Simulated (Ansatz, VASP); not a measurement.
**Two plane-wave programs on Ni**

The input INCAR:

```
PREC = Accurate ; ENCUT = 520
EDIFF = 1E-8 ; ISMEAR = -1
SIGMA = 0.05 ; LREAL = False
LASPH = True ; NELM = 150
ALGO = Normal ; ISIF = 2
LWAVE = False ; LCHARG = False
ISPIN = 2 ; MAGMOM = 1.5
LORBIT = 11 ; LMAXMIX = 4
LEFG = True ; NBANDS = 15
```

The input KPOINTS:

```
regular mesh
0
Gamma
  20 20 20
```

The input POSCAR:

```
Ni
1.0
    0.0000000000      1.7149115000      1.7679500000
    1.7149115000      0.0000000000      1.7679500000
    1.7149115000      1.7149115000      0.0000000000
Ni
1
Direct
    0.0000000000      0.0000000000      0.0000000000
```

Input for Ansatz:

```yaml
crystal:
  lattice:
    - [0.0, 1.7149115, 1.76795]
    - [1.7149115, 0.0, 1.76795]
    - [1.7149115, 1.7149115, 0.0]
  atoms:
    - { symbol: Ni, position: [0.0, 0.0, 0.0], spin: 1.5 }
magnetization:
  spin_polarized: true
kpoints:
  mp_grid: { grid: [20, 20, 20] }
scf:
  occupations: { method: fermi_dirac, width: 0.05 }
hamiltonian:
  xc: lda
  pseudopotentials: { kind: paw }
output:
  forces: true
  stress: true
  eigenvalues: true
  efg: { contact_densities: true }
```

Change from the starting cell: equal xx and yy strain of -3 %, PAW files.

Alike in both runs: task electric field gradients; functional LDA; k mesh 20 × 20 × 20; occupations fermi-dirac, width 0.05 eV; collinear spin.

```csv
,VASP,Ansatz
version,VASP 6.6.1,Ansatz 0.2.0
potentials or method,"VASP PAW LDA potentials, release 64 (Ni)","PAW with Ansatz's default frozen-core files, scalar-relativistic"
plane-wave cutoff (eV),520,420
valence electrons in the cell,10,18
```

```tsv
	VASP	Ansatz	Ansatz less VASP
pressure (GPa)	-8.2	-8.2	+0.02
traceless stress, the component that is largest in VASP (GPa)	-2.77	-2.87	-0.100
net moment per atom (μB)	0.60	0.62	+0.016
size of the moment on the site where the two differ most (μB)	0.60	0.64	+0.041
size of Vzz on the site where it differs most (V/Å²)	2.2	1.3	-0.91
```

LDA's correlation is that of Perdew and Zunger in VASP and of Perdew and Wang (1992) in Ansatz. Site moments also hang on the region over which each program counts them. VASP's potentials hold 10 valence electrons a cell and Ansatz's 18, so a difference there can come from the potentials and not from the codes.
